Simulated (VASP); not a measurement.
Write the native input for VASP 6.6.1 that does the following.

* Task: single point
* Functional: PBEsol
* Potentials or basis: VASP PAW PBE potentials, release 64 (Ag, B)
* Cutoff: 520 eV
* k mesh: 14 × 14 × 10
* Occupations: gaussian, width 0.05 eV
* Spin: no spin polarisation
* Dipole correction: no
* Further INCAR settings: ALGO = Normal; EDIFF = 1e-06; NBANDS = 16

The structure of AgB2 lies in POSCAR:

```
AgB2
1.0
    3.0074614049      0.0000000000      0.0000000000
   -1.5037307024      2.6045379775      0.0000000000
    0.0000000000      0.0000000000      3.9428693395
Ag B
1 2
Direct
    0.0000000000      0.0000000000      0.0000000000
    0.3333333333      0.6666666667      0.5000000000
    0.6666666667      0.3333333333      0.5000000000
```

These files were run (other wordings do the same):

INCAR

```
PREC     = Accurate       # precision mode
ENCUT    = 520            # plane-wave cutoff, eV
EDIFF    = 1E-6           # SCF threshold, eV
ISMEAR   = 0              # smearing method
SIGMA    = 0.05           # smearing width, eV
LREAL    = F              # projectors in reciprocal space
LASPH    = T              # aspherical terms in the spheres
NELM     = 100            # most SCF steps
ALGO     = Normal         # electronic algorithm
ISIF     = 2              # what is computed and relaxed
LWAVE    = F              # write WAVECAR
LCHARG   = F              # write CHGCAR
GGA      = PS             # functional
NBANDS   = 16             # bands
```

KPOINTS

```
regular mesh
0
Gamma
  14 14 10
```

Potentials or basis: VASP PAW PBE potentials, release 64 (Ag, B).

Launch:

```sh
$ cat potpaw_PBE.64/Ag/POTCAR potpaw_PBE.64/B/POTCAR > POTCAR
$ mpirun -np 1 vasp_std > vasp.out
```

It gave:

- Pressure: 0.0 GPa
- Band gap on the k mesh: zero (an odd number of electrons rules out a gap without spin polarisation)

Caveat: the PAW data sets were made with another functional, which shifts forces and pressure a little.

Wall time 61 s on 1 thread of Intel Xeon 8259CL, with other jobs on the host, peak memory 0.2 GiB.
